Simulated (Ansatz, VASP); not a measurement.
## Ni: VASP beside Ansatz

The input INCAR:

```
ALGO = Normal ; EDIFF = 1E-6
ENCUT = 520 ; GGA = PS
ISIF = 2 ; ISMEAR = 0
ISPIN = 2 ; LASPH = True
LCHARG = False ; LMAXMIX = 4
LORBIT = 11 ; LREAL = False
LWAVE = False ; MAGMOM = 0.6
NBANDS = 15 ; NELM = 150
PREC = Accurate ; SIGMA = 0.15
```

File KPOINTS:

```
k-points
0
Gamma
  34 34 34
```

File POSCAR:

```
Ni
1.0
   -1.5463117200      1.5463117200      1.0932423860
    1.5463117200     -1.5463117200      1.0932423860
    1.5463117200      1.5463117200     -1.0932423860
Ni
1
Direct
    0.0000000000      0.0000000000      0.0000000000
```

Input for Ansatz:

```yaml
crystal:
  lattice:
    - [-1.54631172, 1.54631172, 1.093242386]
    - [1.54631172, -1.54631172, 1.093242386]
    - [1.54631172, 1.54631172, -1.093242386]
  atoms:
    - { symbol: Ni, position: [0.0, 0.0, 0.0], spin: 0.6 }
basis:
  ecutwfc: 420
kpoints:
  mp_grid: { grid: [34, 34, 34] }
hamiltonian:
  xc: pbesol
scf:
  occupations: { method: gaussian, width: 0.15 }
output:
  forces: true
  stress: true
  eigenvalues: true
  populations: true
magnetization:
  spin_polarized: true
```

Alike in both runs: task single point; functional PBEsol; k mesh 34 × 34 × 34; occupations gaussian, width 0.15 eV; collinear spin.

```csv
,VASP,Ansatz
version,VASP 6.6.1,Ansatz 0.2.0
potentials or method,"VASP PAW PBE potentials, release 64 (Ni), cutoff 520 eV","scalar-relativistic, plane waves, PAW"
valence electrons in the cell,10,18
```

VASP gave:

```
gap on the k mesh at the Fermi level (eV)                     : none
pressure (GPa)                                                : 11.2
traceless stress, the component that is largest in VASP (GPa) : 41.13
net moment per atom (μB)                                      : 0.59
size of the moment on the site where the two differ most (μB) : 0.59
```

Estimate Ansatz's values.

gap on the k mesh at the Fermi level (eV): none; pressure (GPa): 11.5; traceless stress, the component that is largest in VASP (GPa): 41.73; net moment per atom (μB): 0.60; size of the moment on the site where the two differ most (μB): 0.63.

VASP's potentials were made for PBE, not for PBEsol. Site moments also hang on the region over which each program counts them. A gap of «none» marks a metal or a gap that the smearing closes. The functional is the same, so the differences come from potentials, cutoffs and numerics. VASP's potentials hold 10 valence electrons a cell and Ansatz's 18, so a difference there can come from the potentials and not from the codes.
